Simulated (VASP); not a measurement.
Write the native input for VASP 6.6.1 that does the following.

* Task: single point
* Functional: PBEsol
* Potentials or basis: VASP PAW PBE potentials, release 64 (Si, C)
* Cutoff: 520 eV
* k mesh: 15 × 15 × 15
* Occupations: fermi-dirac, width 0.1 eV
* Spin: no spin polarisation
* Dipole correction: no
* Further INCAR settings: ALGO = Normal; EDIFF = 1e-07; NBANDS = 11

The structure of SiC (zincblende type) lies in POSCAR:

```
SiC
1.0
    0.0000000000      1.7848109696      1.7848109696
    1.7848109696      0.0000000000      1.7848109696
    1.7848109696      1.7848109696      0.0000000000
Si C
1 1
Direct
    0.0000000000      0.0000000000      0.0000000000
    0.2500000000      0.2500000000      0.2500000000
```

This cell differs from its parent crystal: volume scaled by 0.55.

The input as run:

INCAR

```
  PREC = Accurate
  ENCUT = 520
  EDIFF = 1E-7
  ISMEAR = -1
  SIGMA = 0.1
  LREAL = False
  LASPH = True
  NELM = 80
  ALGO = Normal
  ISIF = 2
  LWAVE = False
  LCHARG = True
  GGA = PS
  LELF = True
  LVHAR = True
  NBANDS = 11
```

KPOINTS

```
regular mesh
0
Gamma
  15 15 15
```

Potentials or basis: VASP PAW PBE potentials, release 64 (Si, C).

The run is started by

```sh
$ cat potpaw_PBE.64/Si/POTCAR potpaw_PBE.64/C/POTCAR > POTCAR
$ mpirun -np 1 vasp_std > vasp.out
```

It gave:

```yaml
Pressure: 399.4 GPa
Band_gap_on_the_k_mesh: 0.55 eV, indirect (least direct gap 4.77 eV)
```

Caveat: the PAW data sets were made with another functional, which shifts forces and pressure a little.

Wall time 8.7 s on 1 thread of Intel(R) Xeon(R) Platinum 8559C (Emerald Rapids), with other jobs on the host, peak memory 0.13 GiB.
